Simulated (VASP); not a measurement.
A run of VASP 6.6.1 is set up as follows.

The input INCAR:

```
SYSTEM = Tl
PREC = Accurate
ENCUT = 600
EDIFF = 1E-6
ISMEAR = 0
SIGMA = 0.1
LREAL = .False.
LASPH = .True.
NELM = 100
ALGO = Normal
ISIF = 3
LWAVE = .False.
LCHARG = .False.
GGA = PE
IBRION = 2
NSW = 90
EDIFFG = -0.04
```

KPOINTS

```
Automatic mesh
0
Gamma
  6 6 4
  0 0 0
```

POSCAR

```
Tl
1.0
    4.7641073369      0.0000000000      0.0000000000
   -2.3820536684      4.1258379801      0.0000000000
    0.0000000000      0.0000000000      5.6600002621
Tl
3
Direct
    0.0000000000      0.5937600000      0.5000000000
    0.4062400000      0.4062400000      0.5000000000
    0.5937600000      0.0000000000      0.5000000000
```

Potentials or basis: VASP PAW PBE potentials, release 64 (Tl_d).

The run is started by

```bash
$ cat potpaw_PBE.64/Tl_d/POTCAR > POTCAR
$ mpirun -np 1 vasp_std > vasp.out
```

(1) Predict the relaxed volume.

(2) Estimate the space group after relaxing (to 0.05 Å).

(3) Predict the relaxed cell.

Results:

(1) 32.97 Å³/atom.

(2) P6/mmm (No. 191).

(3) a = 5.993 Å, b = 5.993 Å, c = 3.180 Å, α = 90.00°, β = 90.00°, γ = 120.00°.
